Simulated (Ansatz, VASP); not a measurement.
## Two plane-wave programs on Li2O

```
Li O
1.0
     0.00000    2.30500    2.30500
     2.30500    0.00000    2.30500
     2.30500    2.30500    0.00000
Li O
2 1
Direct
  0.25000 0.25000 0.25000
  0.75000 0.75000 0.75000
  0.00000 0.00000 0.00000
```

Alike in both runs: task single point; functional LDA; k mesh 8 × 8 × 8; no spin polarisation.

|  | VASP | Ansatz |
| --- | --- | --- |
| version | VASP 6.6.1 | Ansatz 0.2.0 |
| potentials or method | VASP PAW LDA potentials, release 64 (Li_sv, O), cutoff 750 eV | plane waves, PAW |
| occupations | gaussian, width 0.01 eV | fixed |
| valence electrons in the cell | 12 | 12 |

Ansatz gave:

```
pressure (GPa) : -6.2
```

Problem. Estimate VASP's values.

Solution. Pressure (GPa): -6.4.

LDA's correlation is that of Perdew and Zunger in VASP and of Perdew and Wang (1992) in Ansatz.
